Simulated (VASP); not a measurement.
# Ag in VASP: a series of runs

Ag is run at these levels: PBE; tasks: single point, relaxation of cell and atoms.

All numbers are computed with VASP 6.6.1; they aren't measurements. Logs are shortened: lines on timing, memory, paths and dates and some standing lists are left out, and cuts for length are marked.

## (1) The cell of the first run

The typed cell holds 1 atom: a = 2.933 Å, b = 2.933 Å, c = 2.933 Å, α = 119.99°, β = 119.99°, γ = 90.02°.

## (2) Single point, PBE

The input, INCAR:

```
SYSTEM = Ag
  ALGO = Fast
  EDIFF = 1E-7
  ENCUT = 520
  GGA = PE
  ISIF = 2
  ISMEAR = 0
  LASPH = .True.
  LCHARG = .False.
  LREAL = .False.
  LWAVE = .False.
  NBANDS = 12
  NELM = 80
  PREC = Accurate
  SIGMA = 0.1
```

The input, KPOINTS:

```
k-points
0
Gamma
  26 26 26
  0 0 0
```

The input, POSCAR:

```
Ag
1.0
   -1.4665067693      1.4665067693      2.0733105035
    1.4665067693     -1.4665067693      2.0733105035
    1.4665067693      1.4665067693     -2.0733105035
Ag
1
Direct
    0.0000000000      0.0000000000      0.0000000000
```

Potentials or basis: VASP PAW PBE potentials, release 64 (Ag).

Started as:

```bash
$ cat potpaw_PBE.64/Ag/POTCAR > POTCAR
$ mpirun -np 1 vasp_std > vasp.out
```

OUTCAR:

```text
SYSTEM = Ag
   EDIFF = 1E-7
   ENCUT = 520
   GGA = PE
   ISIF = 2
   ISMEAR = 0
   LASPH = .True.
   LREAL = .False.
   NELM = 80
   PREC = Accurate

 ion  position               nearest neighbor table
   1  0.000  0.000  0.000-

  LATTYP: Found a body centered tetragonal cell.
 ALAT       =     2.9330135386
 C/A-ratio  =     1.4137749289

  Lattice vectors:

 A1 = (  -1.4665067693,   1.4665067693,   2.0733105035)
 A2 = (   1.4665067693,  -1.4665067693,   2.0733105035)
 A3 = (   1.4665067693,   1.4665067693,  -2.0733105035)

Analysis of symmetry for initial positions (statically):
=====================================================================
 Subroutine PRICEL returns:
 Original cell was already a primitive cell.

 Routine SETGRP: Setting up the symmetry group for a
 body centered tetragonal supercell.

 Subroutine GETGRP returns: Found 16 space group operations
 (whereof 16 operations were pure point group operations)
 out of a pool of 16 trial point group operations.

The static configuration has the point symmetry D_4h.

Analysis of symmetry for dynamics (positions and initial velocities):
=====================================================================
 Subroutine PRICEL returns:
 Original cell was already a primitive cell.

 Routine SETGRP: Setting up the symmetry group for a
 body centered tetragonal supercell.

 Subroutine GETGRP returns: Found 16 space group operations
 (whereof 16 operations were pure point group operations)
 out of a pool of 16 trial point group operations.

The dynamic configuration has the point symmetry D_4h.

 Subroutine INISYM returns: Found 16 space group operations
 (whereof 16 operations are pure point group operations),
 and found     1 'primitive' translations

----------------------------------------------------------------------------------------

                                     Primitive cell

  volume of cell :      17.8358

  direct lattice vectors                    reciprocal lattice vectors
    -1.466506769  1.466506769  2.073310504     0.000000000  0.340946261  0.241160212
     1.466506769 -1.466506769  2.073310504     0.340946261  0.000000000  0.241160212
     1.466506769  1.466506769 -2.073310504     0.340946261  0.340946261  0.000000000

  length of vectors
     2.932558721  2.932558721  2.932558721     0.417615374  0.417615374  0.482170827

  position of ions in fractional coordinates (direct lattice)
     0.000000000  0.000000000  0.000000000

  ion indices of the primitive-cell ions
   primitive index   ion index
                 1           1

----------------------------------------------------------------------------------------

 KPOINTS: k-points

Automatic generation of k-mesh.
 Grid dimensions read from file:
 generate k-points for:   26   26   26

 Generating k-lattice:

  Cartesian coordinates                     Fractional coordinates (reciprocal lattice)
     0.000000000  0.013113318  0.009275393     0.038461538  0.000000000  0.000000000
     0.013113318  0.000000000  0.009275393     0.000000000  0.038461538  0.000000000
     0.013113318  0.013113318  0.000000000     0.000000000  0.000000000  0.038461538

  Length of vectors
     0.016062130  0.016062130  0.018545032

  Shift w.r.t. Gamma in fractional coordinates (k-lattice)
     0.000000000  0.000000000  0.000000000

 Subroutine IBZKPT returns following result:
 ===========================================

 Found   1330 irreducible k-points:

 Following reciprocal coordinates:
            Coordinates               Weight
  0.000000  0.000000  0.000000      1.000000
  0.038462 -0.000000  0.000000      8.000000
  0.076923 -0.000000  0.000000      8.000000
  0.115385 -0.000000  0.000000      8.000000
  0.153846 -0.000000  0.000000      8.000000
  0.192308 -0.000000  0.000000      8.000000
[... 16 lines left out ...]
  0.346154  0.038462  0.000000     16.000000
  0.384615  0.038462  0.000000     16.000000
 [... further k-points ...]
   k-points           NKPTS =   1330   k-points in BZ     NKDIM =   1330   number of bands    NBANDS=     12
   number of dos      NEDOS =    301   number of ions     NIONS =      1
   total plane-waves  NPLWV =  13824
   dimension x,y,z NGX =    24 NGY =   24 NGZ =   24
   dimension x,y,z NGXF=    48 NGYF=   48 NGZF=   48
   ions per type =               1
   NGX,Y,Z   is equivalent  to a cutoff of  13.61, 13.61, 13.61 a.u.
   NGXF,Y,Z  is equivalent  to a cutoff of  27.21, 27.21, 27.21 a.u.
 SYSTEM =  Ag
   PREC   = accura    normal or accurate (medium, high low for compatibility)
   ISTART =      0    job   : 0-new  1-cont  2-samecut
   ICHARG =      2    charge: 1-file 2-atom 10-const
   ISPIN  =      1    spin polarized calculation?
   LNONCOLLINEAR =      F non collinear calculations
   LSORBIT =      F    spin-orbit coupling
   LASPH  =      T    aspherical Exc in radial PAW
   ENCUT  =  520.0 eV  38.22 Ry    6.18 a.u.   5.45  5.45  5.45*2*pi/ulx,y,z
   NELM   =     80;   NELMIN=  2; NELMDL= -5     # of ELM steps
   EDIFF  = 0.1E-06   stopping-criterion for ELM
   LREAL  =      F    real-space projection
   EDIFFG = 0.1E-05   stopping-criterion for IOM
   NSW    =      0    number of steps for IOM
   IBRION =     -1    ionic relax: 0-MD 1-quasi-New 2-CG
   NFREE  =      0    steps in history (QN), initial steepest desc. (CG)
   ISIF   =      2    stress and relaxation
   ISYM   =      2    0-nonsym 1-usesym 2-fastsym
   POTIM  = 0.5000    time-step for ionic-motion
   TEBEG  =    0.0;   TEEND  =   0.0 temperature during run
   PSTRESS=    0.0 pullay stress
   NELECT =      11.0000    total number of electrons
   NUPDOWN=      -1.0000    fix difference up-down
   EMIN   =  10.00;   EMAX   =-10.00  energy-range for DOS
   EFERMI =   0.00;   METHOD = LEGACY
   ISMEAR =     0;   SIGMA  =   0.10  broadening in eV -4-tet -1-fermi 0-gaus
   EFERMI_NEDOS =   21; number of points for ismear=-14 and -15
   IALGO  =     68    algorithm
   IMIX   =      4    mixing-type and parameters
     AMIX     =   0.40;   BMIX     =  1.00
     AMIX_MAG =   1.60;   BMIX_MAG =  1.00
  volume/ion in A,a.u.               =      17.84       120.36
  Fermi-wavevector in a.u.,A,eV,Ry     =   1.393504  2.633341 26.420521  1.941854
  Thomas-Fermi vector in A             =   2.517144
   LORBIT       =      0    0 simple, 1 ext, 2 COOP (PROOUT), +10 PAW based schemes
   GGA     = PE    functional components
   LHFCALC =     F    Hartree Fock is set to
   AEXX    =    0.0000 exact exchange contribution
   IVDW    =     0    specifies the selected vdW correction
   LEPSILON=     F    determine dielectric tensor
   LRPA    =     F    only Hartree local field effects (RPA)
 non-spin polarized calculation
 RMM-DIIS sequential band-by-band and
 Gauss-broadening in eV      SIGMA  =   0.10
  energy-cutoff  :      520.00
  volume of cell :       17.84
 maximum number of plane-waves:       531
 NGX is ok and might be reduce to    24
   NGX = 11   NGY = 11   NGZ = 11

 number of electron      11.0000000 magnetization

 Free energy of the ion-electron system (eV)
  ---------------------------------------------------
  ext. energy  EPLUGINS =         0.00000000
  ---------------------------------------------------
  free energy    TOTEN  =        -2.71933615 eV

  energy without entropy =       -2.71830617  energy(sigma->0) =       -2.71882116

 E-fermi :   7.8871     XC(G=0): -11.9431

 val. band max:        7.8675324035   @ k =  -0.1538  -0.4615   0.1154
 cond. band min:       7.8906668360   @ k =   0.4615   0.0385   0.0385
 fundamental gap:      0.0231344326
 Fermi energy:         7.8870745692

 k-point     1 :       0.0000    0.0000    0.0000
  band No.  band energies     occupation
      1       0.3770      2.00000
      2       3.1694      2.00000
      3       3.1694      2.00000
      4       3.1712      2.00000
      5       4.1230      2.00000
      6       4.1249      2.00000
      7      23.7395      0.00000
      8      27.0502      0.00000
      9      27.0502      0.00000
     10      27.0538      0.00000
     11      31.7522      0.00000
     12      32.6133      0.00000

 k-point     2 :       0.0385   -0.0000    0.0000
  band No.  band energies     occupation
      1       0.4219      2.00000
      2       3.1599      2.00000
      3       3.1817      2.00000
      4       3.1829      2.00000
      5       4.1183      2.00000
      6       4.1202      2.00000
      7      23.7465      0.00000
      8      26.6090      0.00000
      9      27.0627      0.00000
     10      27.0651      0.00000
     11      31.8761      0.00000
     12      32.6638      0.00000

 k-point     3 :       0.0769   -0.0000    0.0000
  band No.  band energies     occupation
      1       0.5545      2.00000
      2       3.1328      2.00000
      3       3.2161      2.00000
      4       3.2173      2.00000
      5       4.1064      2.00000
      6       4.1082      2.00000
      7      23.7081      0.00000
      8      25.6503      0.00000
      9      27.0953      0.00000
     10      27.0976      0.00000
     11      31.4774      0.00000
     12      32.4356      0.00000
[... 286 lines left out ...]
 k-point    23 :       0.3462    0.0385    0.0000
  band No.  band energies     occupation
      1       1.8182      2.00000
      2       3.2374      2.00000
      3       3.2573      2.00000
      4       4.4774      2.00000
      5       4.5302      2.00000
      6       5.3509      2.00000
      7      14.6189      0.00000
      8      23.3712      0.00000
      9      25.1931      0.00000
     10      26.4834      0.00000
     11      29.9074      0.00000
     12      30.2620      0.00000

 k-point    24 :       0.3846    0.0385    0.0000
  band No.  band energies     occupation
      1       1.7801      2.00000
      2       3.1949      2.00000
      3       3.2171      2.00000
      4       4.6448      2.00000
      5       4.6593      2.00000
      6       6.0946      2.00000
      7      13.3292      0.00000
      8      23.1679      0.00000
      9      24.9713      0.00000
     10      25.9599      0.00000
     11      29.9797      0.00000
     12      30.3293      0.00000

 [... further k-points ...]
[... 5 lines left out ...]
  --------------------------------------------------------------------------------------
  -------------------------------------------------------------------------------------
  Total       -0.0160353     -0.0160353     -0.0147398      0.0000000      0.0000000      0.0000000
  in kB       -1.4404424     -1.4404424     -1.3240641      0.0000000      0.0000000      0.0000000
  external PRESSURE =      -1.4016496 kB  Pullay stress =       0.0000000 kB

 VOLUME and BASIS-vectors are now :
 -----------------------------------------------------------------------------
  energy-cutoff  :      520.00
  volume of cell :       17.84
      direct lattice vectors                 reciprocal lattice vectors
    -1.466506769  1.466506769  2.073310504     0.000000000  0.340946261  0.241160212
     1.466506769 -1.466506769  2.073310504     0.340946261  0.000000000  0.241160212
     1.466506769  1.466506769 -2.073310504     0.340946261  0.340946261  0.000000000

 POSITION                                       TOTAL-FORCE (eV/Angst)
 -----------------------------------------------------------------------------------
      0.00000      0.00000      0.00000         0.000000      0.000000     -0.000000
 -----------------------------------------------------------------------------------
    total drift:                               -0.000000      0.000000     -0.000000

  FREE ENERGIE OF THE ION-ELECTRON SYSTEM (eV)
  ---------------------------------------------------
  free  energy   TOTEN  =        -2.7193361526 eV

  energy  without entropy=       -2.7183061668  energy(sigma->0) =       -2.71882116
```

Run time: 6.9 min. Hardware: 1 thread of Intel Xeon 8259CL, shared host; peak memory 0.39 GiB.

Results:

| Property | Result |
| --- | --- |
| Free energy | -2.7193 eV |
| Pressure | -0.1 GPa |
| Band gap on the k mesh | zero (an odd number of electrons rules out a gap without spin polarisation) |

Levels at points of the mesh, in eV from the Fermi level:
| k point | band 4 | band 5 | band 6 | band 7 | band 8 | band 9 |
| --- | --- | --- | --- | --- | --- | --- |
| (0.00, 0.00, 0.00) | -4.72 | -3.76 | -3.76 | 15.85 | 19.16 | 19.16 |
| (0.50, 0.00, 0.00) | -3.03 | -3.03 | -0.34 | 3.29 | 15.08 | 17.34 |
| (0.50, 0.50, 0.00) | -2.84 | -2.84 | 1.58 | 6.33 | 10.37 | 10.37 |
| (0.50, 0.50, 0.50) | -2.84 | -2.84 | 1.58 | 6.34 | 10.37 | 10.37 |

(Continued in part 2 of 3.)

The gap in the log of VASP goes by the Fermi energy; the results here count the filled bands.